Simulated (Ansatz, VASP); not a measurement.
**NbTe in VASP and in Ansatz**

```
CELL_PARAMETERS angstrom
0.00000 2.95572 2.95572
2.95572 0.00000 2.95572
2.95572 2.95572 0.00000
ATOMIC_POSITIONS crystal
Nb 0.50000 0.50000 0.50000
Te 0.00000 0.00000 0.00000
```

Alike in both runs: task single point; functional r2SCAN; k mesh 10 × 10 × 10; occupations gaussian, width 0.05 eV; collinear spin.

```csv
,VASP,Ansatz
version,VASP 6.6.1,Ansatz 0.2.0
potentials or method,"VASP PAW PBE potentials, release 64 (Nb_sv, Te), cutoff 520 eV","scalar-relativistic, plane waves, PAW"
valence electrons in the cell,19,29
```

|  | VASP | Ansatz | Ansatz less VASP |
| --- | --- | --- | --- |
| gap on the k mesh at the Fermi level (eV) | none | none | - |
| pressure (GPa) | 0.0 | 0.0 | +0.05 |
| net moment per atom (μB) | 1.40 | 1.40 | 0.000 |
| size of the moment on the site where the two differ most (μB) | 2.11 | 2.14 | +0.032 |

VASP's potentials were made for PBE, not for r2SCAN. Site moments also hang on the region over which each program counts them. A gap of «none» marks a metal or a gap that the smearing closes. VASP's potentials hold 19 valence electrons a cell and Ansatz's 29, so a difference there can come from the potentials and not from the codes. Ansatz's warnings: stability check not made.

Spin-orbit coupling is off throughout.
